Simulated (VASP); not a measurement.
# I in VASP: further runs

Runs on I. Level: r2SCAN. Tasks: single point, relaxation of cell and atoms.

Everything below comes from runs of VASP 6.6.1. Logs are shortened: lines on timing, memory, paths and dates and some standing lists are left out, and cuts for length are marked.

## 1. The cell of the first run

Symmetry: Pm-3m, No. 221, cubic system. Conventional cell: a = 3.607 Å, b = 3.607 Å, c = 3.607 Å, α = 90.00°, β = 90.00°, γ = 90.00°. I (site symmetry m-3m) has 6 I at 3.61 Å within 4.7 Å.

## 2. Single point, r2SCAN

Contents of POSCAR:

```
I
1.0
    3.6066387840      0.0000000000      0.0000000000
    0.0000000000      3.6066387840      0.0000000000
    0.0000000000      0.0000000000      3.6066387840
I
1
Direct
    0.0000000000      0.0000000000      0.0000000000
```

Contents of INCAR.step1:

```
  ALGO = Normal
  EDIFF = 1E-4
  ENCUT = 520
  GGA = PE
  ISMEAR = 0
  LASPH = True
  LCHARG = False
  LREAL = False
  LWAVE = True
  NBANDS = 10
  NELM = 100
  PREC = Accurate
  SIGMA = 0.1
```

Contents of INCAR.step2:

```
  ALGO = Normal
  EDIFF = 1E-7
  ENCUT = 520
  ISIF = 2
  ISMEAR = 0
  ISTART = 1
  LASPH = True
  LCHARG = False
  LMIXTAU = True
  LREAL = False
  LWAVE = False
  METAGGA = R2SCAN
  NBANDS = 10
  NELM = 100
  PREC = Accurate
  SIGMA = 0.1
```

Contents of KPOINTS:

```
k-points
0
Gamma
  6 6 6
```

Potentials or basis: VASP PAW PBE potentials, release 64 (I).

Command:

```console
$ cat potpaw_PBE.64/I/POTCAR > POTCAR
$ cp INCAR.step1 INCAR
$ mpirun -np 1 vasp_std > vasp.out
$ cp INCAR.step2 INCAR
$ mpirun -np 1 vasp_std > vasp.out
```

OUTCAR:

```text
EDIFF = 1E-7
   ENCUT = 520
   ISIF = 2
   ISMEAR = 0
   ISTART = 1
   LASPH = True
   LREAL = False
   METAGGA = R2SCAN
   NELM = 100
   PREC = Accurate

 ion  position               nearest neighbor table
   1  0.000  0.000  0.000-

  LATTYP: Found a simple cubic cell.
 ALAT       =     3.6066387840

  Lattice vectors:

 A1 = (   3.6066387840,   0.0000000000,   0.0000000000)
 A2 = (   0.0000000000,   3.6066387840,   0.0000000000)
 A3 = (   0.0000000000,   0.0000000000,   3.6066387840)

Analysis of symmetry for initial positions (statically):
=====================================================================
 Subroutine PRICEL returns:
 Original cell was already a primitive cell.

 Routine SETGRP: Setting up the symmetry group for a
 simple cubic supercell.

 Subroutine GETGRP returns: Found 48 space group operations
 (whereof 48 operations were pure point group operations)
 out of a pool of 48 trial point group operations.

The static configuration has the point symmetry O_h .

Analysis of symmetry for dynamics (positions and initial velocities):
=====================================================================
 Subroutine PRICEL returns:
 Original cell was already a primitive cell.

 Routine SETGRP: Setting up the symmetry group for a
 simple cubic supercell.

 Subroutine GETGRP returns: Found 48 space group operations
 (whereof 48 operations were pure point group operations)
 out of a pool of 48 trial point group operations.

The dynamic configuration has the point symmetry O_h .

 Subroutine INISYM returns: Found 48 space group operations
 (whereof 48 operations are pure point group operations),
 and found     1 'primitive' translations

----------------------------------------------------------------------------------------

                                     Primitive cell

  volume of cell :      46.9146

  direct lattice vectors                    reciprocal lattice vectors
     3.606638784  0.000000000  0.000000000     0.277266469  0.000000000  0.000000000
     0.000000000  3.606638784  0.000000000     0.000000000  0.277266469  0.000000000
     0.000000000  0.000000000  3.606638784     0.000000000  0.000000000  0.277266469

  length of vectors
     3.606638784  3.606638784  3.606638784     0.277266469  0.277266469  0.277266469

  position of ions in fractional coordinates (direct lattice)
     0.000000000  0.000000000  0.000000000

  ion indices of the primitive-cell ions
   primitive index   ion index
                 1           1

----------------------------------------------------------------------------------------

 KPOINTS: k-points

Automatic generation of k-mesh.
 Grid dimensions read from file:
 generate k-points for:    6    6    6

 Generating k-lattice:

  Cartesian coordinates                     Fractional coordinates (reciprocal lattice)
     0.046211078  0.000000000  0.000000000     0.166666667  0.000000000  0.000000000
     0.000000000  0.046211078  0.000000000     0.000000000  0.166666667  0.000000000
     0.000000000  0.000000000  0.046211078     0.000000000  0.000000000  0.166666667

  Length of vectors
     0.046211078  0.046211078  0.046211078

  Shift w.r.t. Gamma in fractional coordinates (k-lattice)
     0.000000000  0.000000000  0.000000000

 Subroutine IBZKPT returns following result:
 ===========================================

 Found     20 irreducible k-points:

 Following reciprocal coordinates:
            Coordinates               Weight
  0.000000  0.000000  0.000000      1.000000
  0.166667  0.000000  0.000000      6.000000
  0.333333  0.000000  0.000000      6.000000
  0.500000  0.000000  0.000000      3.000000
  0.166667  0.166667  0.000000     12.000000
  0.333333  0.166667  0.000000     24.000000
[... 12 lines left out ...]
  0.500000  0.500000  0.333333      6.000000
  0.500000  0.500000  0.500000      1.000000
   k-points           NKPTS =     20   k-points in BZ     NKDIM =     20   number of bands    NBANDS=     10
   number of dos      NEDOS =    301   number of ions     NIONS =      1
   total plane-waves  NPLWV =  21952
   dimension x,y,z NGX =    28 NGY =   28 NGZ =   28
   dimension x,y,z NGXF=    56 NGYF=   56 NGZF=   56
   ions per type =               1
   NGX,Y,Z   is equivalent  to a cutoff of  12.91, 12.91, 12.91 a.u.
   NGXF,Y,Z  is equivalent  to a cutoff of  25.81, 25.81, 25.81 a.u.
 SYSTEM =  unknown system
   PREC   = accura    normal or accurate (medium, high low for compatibility)
   ISTART =      1    job   : 0-new  1-cont  2-samecut
   ICHARG =      0    charge: 1-file 2-atom 10-const
   ISPIN  =      1    spin polarized calculation?
   LNONCOLLINEAR =      F non collinear calculations
   LSORBIT =      F    spin-orbit coupling
   LASPH  =      T    aspherical Exc in radial PAW
   ENCUT  =  520.0 eV  38.22 Ry    6.18 a.u.   6.71  6.71  6.71*2*pi/ulx,y,z
   NELM   =    100;   NELMIN=  2; NELMDL=  0     # of ELM steps
   EDIFF  = 0.1E-06   stopping-criterion for ELM
   LREAL  =      F    real-space projection
   EDIFFG = 0.1E-05   stopping-criterion for IOM
   NSW    =      0    number of steps for IOM
   IBRION =     -1    ionic relax: 0-MD 1-quasi-New 2-CG
   NFREE  =      0    steps in history (QN), initial steepest desc. (CG)
   ISIF   =      2    stress and relaxation
   ISYM   =      2    0-nonsym 1-usesym 2-fastsym
   POTIM  = 0.5000    time-step for ionic-motion
   TEBEG  =    0.0;   TEEND  =   0.0 temperature during run
   PSTRESS=    0.0 pullay stress
   NELECT =       7.0000    total number of electrons
   NUPDOWN=      -1.0000    fix difference up-down
   EMIN   =  10.00;   EMAX   =-10.00  energy-range for DOS
   EFERMI =   0.00;   METHOD = LEGACY
   ISMEAR =     0;   SIGMA  =   0.10  broadening in eV -4-tet -1-fermi 0-gaus
   EFERMI_NEDOS =   21; number of points for ismear=-14 and -15
   IALGO  =     38    algorithm
   IMIX   =      4    mixing-type and parameters
     AMIX     =   0.40;   BMIX     =  1.00
     AMIX_MAG =   1.60;   BMIX_MAG =  1.00
  volume/ion in A,a.u.               =      46.91       316.60
  Fermi-wavevector in a.u.,A,eV,Ry     =   0.868303  1.640856 10.258125  0.753951
  Thomas-Fermi vector in A             =   1.986962
   LORBIT       =      0    0 simple, 1 ext, 2 COOP (PROOUT), +10 PAW based schemes
   METAGGA = R2SCAN    functional components
   LHFCALC =     F    Hartree Fock is set to
   AEXX    =    0.0000 exact exchange contribution
   IVDW    =     0    specifies the selected vdW correction
   LEPSILON=     F    determine dielectric tensor
   LRPA    =     F    only Hartree local field effects (RPA)
 non-spin polarized calculation
 Gauss-broadening in eV      SIGMA  =   0.10
  energy-cutoff  :      520.00
  volume of cell :       46.91
 maximum number of plane-waves:      1328
 NGX is ok and might be reduce to    28
   NGX = 13   NGY = 13   NGZ = 13

 number of electron       6.9999999 magnetization

 Free energy of the ion-electron system (eV)
  ---------------------------------------------------
  ext. energy  EPLUGINS =         0.00000000
  ---------------------------------------------------
  free energy    TOTEN  =       -24.17128433 eV

  energy without entropy =      -24.16833955  energy(sigma->0) =      -24.16981194

 E-fermi :   1.5028     XC(G=0):  -8.0696

 val. band max:        1.4658191956   @ k =   0.5000   0.5000   0.1667
 cond. band min:       1.5070502176   @ k =   0.0000   0.0000   0.0000
 fundamental gap:      0.0412310220
 Fermi energy:         1.5027847491

 k-point     1 :       0.0000    0.0000    0.0000
  band No.  band energies     occupation
      1     -11.6241      2.00000
      2       1.5071      0.95190
      3       1.5071      0.95190
      4       1.5071      0.95190
      5       7.4844      0.00000
      6       9.0728      0.00000
      7       9.0728      0.00000
      8      17.5053      0.00000
      9      17.5053      0.00000
     10      17.5053      0.00000

 k-point     2 :       0.1667    0.0000    0.0000
  band No.  band energies     occupation
      1     -11.4782      2.00000
      2       0.2451      2.00000
      3       1.6289      0.07457
      4       1.6289      0.07457
      5       8.0998      0.00000
      6       9.2961      0.00000
      7      10.5834      0.00000
      8      15.2959      0.00000
      9      15.2959      0.00000
     10      16.6477      0.00000

 k-point     3 :       0.3333    0.0000    0.0000
  band No.  band energies     occupation
      1     -11.1524      2.00000
      2      -1.5377      2.00000
      3       1.8918      0.00000
      4       1.8918      0.00000
      5       9.0589      0.00000
      6       9.8589      0.00000
      7      12.2863      0.00000
      8      13.3703      0.00000
      9      13.3703      0.00000
     10      15.7551      0.00000

 k-point     4 :       0.5000    0.0000    0.0000
  band No.  band energies     occupation
      1     -10.9678      2.00000
      2      -2.2760      2.00000
      3       2.0348      0.00000
      4       2.0348      0.00000
      5       9.9734      0.00000
      6      10.2464      0.00000
      7      11.3672      0.00000
      8      12.6554      0.00000
      9      12.6554      0.00000
     10      14.7677      0.00000
[... 170 lines left out ...]
 k-point    18 :       0.5000    0.3333    0.3333
  band No.  band energies     occupation
      1     -10.0571      2.00000
      2      -1.2322      2.00000
      3      -0.3561      2.00000
      4      -0.3148      2.00000
      5       7.9137      0.00000
      6       8.7338      0.00000
      7       9.6933      0.00000
      8      13.4204      0.00000
      9      16.5774      0.00000
     10      17.4207      0.00000

 k-point    19 :       0.5000    0.5000    0.3333
  band No.  band energies     occupation
      1      -9.8815      2.00000
      2      -1.0352      2.00000
      3      -1.0352      2.00000
      4      -0.1555      2.00000
      5       7.4679      0.00000
      6       8.9272      0.00000
      7       8.9272      0.00000
      8      12.2415      0.00000
      9      17.2341      0.00000
     10      21.0970      0.00000

 k-point    20 :       0.5000    0.5000    0.5000
  band No.  band energies     occupation
      1      -9.7071      2.00000
      2      -0.8485      2.00000
      3      -0.8485      2.00000
      4      -0.8485      2.00000
      5       8.1279      0.00000
      6       8.1279      0.00000
      7       8.1279      0.00000
      8      10.9551      0.00000
      9      21.2566      0.00000
     10      21.2566      0.00000

------------------------ aborting loop because EDIFF is reached ----------------------------------------

  FORCE on cell =-STRESS in cart. coord.  units (eV):
  Direction    XX          YY          ZZ          XY          YZ          ZX
  --------------------------------------------------------------------------------------
  -------------------------------------------------------------------------------------
  Total       -0.7682168     -0.7682168     -0.7682168      0.0000000     -0.0000000      0.0000000
  in kB      -26.2353245    -26.2353245    -26.2353245      0.0000000     -0.0000000      0.0000000
  external PRESSURE =     -26.2353245 kB  Pullay stress =       0.0000000 kB

 VOLUME and BASIS-vectors are now :
 -----------------------------------------------------------------------------
  energy-cutoff  :      520.00
  volume of cell :       46.91
      direct lattice vectors                 reciprocal lattice vectors
     3.606638784  0.000000000  0.000000000     0.277266469  0.000000000  0.000000000
     0.000000000  3.606638784  0.000000000     0.000000000  0.277266469  0.000000000
     0.000000000  0.000000000  3.606638784     0.000000000  0.000000000  0.277266469

 POSITION                                       TOTAL-FORCE (eV/Angst)
 -----------------------------------------------------------------------------------
      0.00000      0.00000      0.00000         0.000000      0.000000      0.000000
 -----------------------------------------------------------------------------------
    total drift:                                0.000000      0.000000      0.000000

  FREE ENERGIE OF THE ION-ELECTRON SYSTEM (eV)
  ---------------------------------------------------
  free  energy   TOTEN  =       -24.1712843254 eV

  energy  without entropy=      -24.1683395456  energy(sigma->0) =      -24.16981194
```

It took 14 s on 1 thread of Intel Xeon 6975P-C (Granite Rapids), shared host; peak memory 0.16 GiB.

What came out:

| Quantity | Value |
| --- | --- |
| Free energy | -24.1713 eV |
| Pressure | -2.6 GPa |
| Band gap on the k mesh | zero (an odd number of electrons rules out a gap without spin polarisation) |

Caveat: the PAW data sets were made with another functional, which shifts forces and pressure a little; spin-orbit coupling is left out, which moves the levels of the heavy elements; an odd number of electrons without spin polarisation forces a metal; a magnetic or distorted state may lie lower.

## 3. Single point, r2SCAN

This run uses another cell than the first one, of 41.14 Å³/atom.

Contents of POSCAR:

```
I
1.0
    3.4521866660      0.0000000000      0.0000000000
    0.0000000000      3.4521866660      0.0000000000
    0.0000000000      0.0000000000      3.4521866660
I
1
Direct
    0.0000000000      0.0000000000      0.0000000000
```

Contents of INCAR.step1:

```
SYSTEM = I
PREC = Accurate
ENCUT = 520
ISMEAR = 0
SIGMA = 0.1
LREAL = .FALSE.
LASPH = .TRUE.
NELM = 60
NBANDS = 10
GGA = PE
ALGO = Normal
EDIFF = 1E-4
LWAVE = .TRUE.
LCHARG = .FALSE.
```

Contents of INCAR.step2:

```
SYSTEM = I
PREC = Accurate
ENCUT = 520
EDIFF = 1E-7
ISMEAR = 0
SIGMA = 0.1
LREAL = .FALSE.
LASPH = .TRUE.
NELM = 60
ALGO = Normal
ISIF = 2
LWAVE = .FALSE.
LCHARG = .FALSE.
METAGGA = R2SCAN
LMIXTAU = .TRUE.
NBANDS = 10
ISTART = 1
```

Contents of KPOINTS:

```
Automatic mesh
0
G
  12 12 12
  0 0 0
```

Potentials or basis: VASP PAW PBE potentials, release 64 (I).

Command:

```console
$ cat potpaw_PBE.64/I/POTCAR > POTCAR
$ cp INCAR.step1 INCAR
$ mpirun -np 1 vasp_std > vasp.out
$ cp INCAR.step2 INCAR
$ mpirun -np 1 vasp_std > vasp.out
```

Wall time 46 s (1 thread of Intel Xeon 6975P-C (Granite Rapids), shared host); peak memory 0.18 GiB.

It converged, with:

```
Free energy            : -24.1663 eV
Pressure               : -0.1 GPa
Band gap on the k mesh : zero (an odd number of electrons rules out a gap without spin polarisation)
```

Levels at points of the mesh, in eV from the Fermi level:
| k point | band 1 | band 2 | band 3 | band 4 | band 5 | band 6 | band 7 | band 8 | band 9 |
| --- | --- | --- | --- | --- | --- | --- | --- | --- | --- |
| (0.00, 0.00, 0.00) | -14.03 | -0.18 | -0.18 | -0.18 | 5.99 | 7.04 | 7.04 | 16.52 | 16.52 |
| (0.50, 0.00, 0.00) | -13.14 | -4.84 | 0.52 | 0.52 | 8.36 | 8.62 | 9.90 | 11.01 | 11.01 |
| (0.50, 0.50, 0.00) | -12.26 | -3.89 | -3.89 | 1.16 | 4.08 | 10.09 | 12.37 | 12.37 | 13.16 |
| (0.50, 0.50, 0.50) | -11.38 | -3.06 | -3.06 | -3.06 | 5.97 | 5.97 | 5.97 | 8.96 | 20.76 |

Caveat: the PAW data sets were made with another functional, which shifts forces and pressure a little; spin-orbit coupling is left out, which moves the levels of the heavy elements; an odd number of electrons without spin polarisation forces a metal; a magnetic or distorted state may lie lower.

## 4. Relaxation of cell and atoms, r2SCAN

This run uses another cell than the first one, of 41.14 Å³/atom.

POSCAR is that of step 3.

Contents of INCAR.step1:

```
PREC = Accurate
ENCUT = 600
ISMEAR = 0
SIGMA = 0.1
LREAL = F
LASPH = T
NELM = 60
GGA = PE
ALGO = Normal
EDIFF = 1E-4
LWAVE = T
LCHARG = F
```

Contents of INCAR.step2:

```
PREC = Accurate
ENCUT = 600
EDIFF = 1E-6
ISMEAR = 0
SIGMA = 0.1
LREAL = F
LASPH = T
NELM = 60
ALGO = Normal
ISIF = 3
LWAVE = F
LCHARG = F
METAGGA = R2SCAN
LMIXTAU = T
IBRION = 2
NSW = 100
EDIFFG = -0.01
ISTART = 1
```

Contents of KPOINTS:

```
Automatic mesh
0
Gamma
  12 12 12
```

Command:

```console
$ cat potpaw_PBE.64/I/POTCAR > POTCAR
$ cp INCAR.step1 INCAR
$ mpirun -np 1 vasp_std > vasp.out
$ cp INCAR.step2 INCAR
$ mpirun -np 1 vasp_std > vasp.out
```

It took 52 s on 1 thread of Intel Xeon 6975P-C (Granite Rapids), shared host; peak memory 0.18 GiB.

The run converged. Its results:

```
Free energy                           : -24.1674 eV
Relaxed volume                        : 41.06 Å³/atom
Relaxed cell                          : a = 3.450 Å, b = 3.450 Å, c = 3.450 Å, α = 90.00°, β = 90.00°, γ = 90.00°
Space group after relaxing (to 0.1 Å) : Pm-3m (No. 221)
Energy gained by relaxing             : 0.0 meV/atom
Ionic steps                           : 2
Pressure after relaxing               : 0.0 GPa
Band gap on the k mesh                : zero (an odd number of electrons rules out a gap without spin polarisation)
```

Final structure:
```cif
data_structure
_symmetry_space_group_name_H-M 'P 1'
_symmetry_Int_Tables_number 1
_cell_length_a 3.4500
_cell_length_b 3.4500
_cell_length_c 3.4500
_cell_angle_alpha 90.000
_cell_angle_beta 90.000
_cell_angle_gamma 90.000
_cell_volume 41.06
loop_
_atom_site_label
_atom_site_type_symbol
_atom_site_fract_x
_atom_site_fract_y
_atom_site_fract_z
_atom_site_occupancy
I1 I 0.00000 0.00000 0.00000 1
```

Levels at points of the mesh, in eV from the Fermi level:
| k point | band 1 | band 2 | band 3 | band 4 | band 5 | band 6 | band 7 |
| --- | --- | --- | --- | --- | --- | --- | --- |
| (0.00, 0.00, 0.00) | -14.05 | -0.18 | -0.18 | -0.18 | 5.99 | 7.03 | 7.03 |
| (0.50, 0.00, 0.00) | -13.15 | -4.85 | 0.52 | 0.52 | 8.36 | 8.63 | 9.90 |
| (0.50, 0.50, 0.00) | -12.26 | -3.90 | -3.90 | 1.16 | 4.07 | 10.09 | 12.37 |
| (0.50, 0.50, 0.50) | -11.38 | -3.06 | -3.06 | -3.06 | 5.96 | 5.96 | 5.96 |

Caveat: the PAW data sets were made with another functional, which shifts forces and pressure a little; spin-orbit coupling is left out, which moves the levels of the heavy elements; an odd number of electrons without spin polarisation forces a metal; a magnetic or distorted state may lie lower.

[end of part 1 of 2]
